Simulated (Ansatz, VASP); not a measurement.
**Bi: VASP beside Ansatz**

INCAR

```
  ALGO = Normal
  EDIFF = 1E-6
  ENCUT = 520
  GGA = PS
  ISIF = 2
  ISMEAR = -1
  LASPH = T
  LCHARG = F
  LREAL = F
  LWAVE = F
  NBANDS = 22
  NELM = 80
  PREC = Accurate
  SIGMA = 0.03
```

Contents of KPOINTS:

```
k-points
0
Gamma
  10 10 10
```

File POSCAR:

```
Bi
1.0
    2.2880530951      1.3210080704      3.9801861936
   -2.2880530951      1.3210080704      3.9801861936
    0.0000000000     -2.6420161407      3.9801861936
Bi
2
Direct
    0.2338900000      0.2338900000      0.2338900000
    0.7661100000      0.7661100000      0.7661100000
```

Input for Ansatz:

```yaml
crystal:
  lattice:
    - [2.2880530951, 1.3210080704, 3.9801861936]
    - [-2.2880530951, 1.3210080704, 3.9801861936]
    - [0.0, -2.6420161407, 3.9801861936]
  atoms:
    - { symbol: Bi, position: [0.23389, 0.23389, 0.23389] }
    - { symbol: Bi, position: [0.76611, 0.76611, 0.76611] }
kpoints:
  mp_grid: { grid: [10, 10, 10] }
  band_path:
    path:
      - [0.0, 0.0, 0.0]
      - [0.5, 0.5, 0.5]
      - [0.7598966753, 0.2401033247, 0.5]
      - [0.5, -0.2401033247, 0.2401033247]
      - [0.5, 0.0, 0.0]
      - [0.0, 0.0, 0.0]
      - [0.3700516624, -0.3700516624, 0.0]
      - [0.6299483376, 0.0, 0.3700516624]
      - [0.5, 0.0, 0.5]
    npoints: 5
scf:
  occupations: { method: fermi_dirac, width: 0.03 }
hamiltonian:
  xc: pbesol
  pseudopotentials: { kind: all_electron, lapw: { basis_error: 0.0005 } }
output:
  forces: true
  stress: true
  eigenvalues: true
```

Change from the starting cell: volume scaled by 1.02.

Alike in both runs: task single point; functional PBEsol; k mesh 10 × 10 × 10; occupations fermi-dirac, width 0.03 eV; no spin polarisation.

|  | VASP | Ansatz |
| --- | --- | --- |
| version | VASP 6.6.1 | Ansatz 0.2.0 |
| potentials or method | VASP PAW PBE potentials, release 64 (Bi_d), cutoff 520 eV | all-electron LAPW, scalar-relativistic |

Ansatz gave:

```
pressure (GPa)                                                : -1.5
traceless stress, the component that is largest in VASP (GPa) : 0.14
rms of the force components (eV/Å)                            : 0.015
```

Task: Which values does VASP return?

Result: Pressure (GPa): -1.6; traceless stress, the component that is largest in VASP (GPa): 0.14; rms of the force components (eV/Å): 0.017.

VASP's potentials were made for PBE, not for PBEsol. Atom by atom the forces differ by 0.003 eV/Å (rms over components). Ansatz ran all-electron here, and VASP with PAW potentials.

Neither program's run includes spin-orbit coupling.
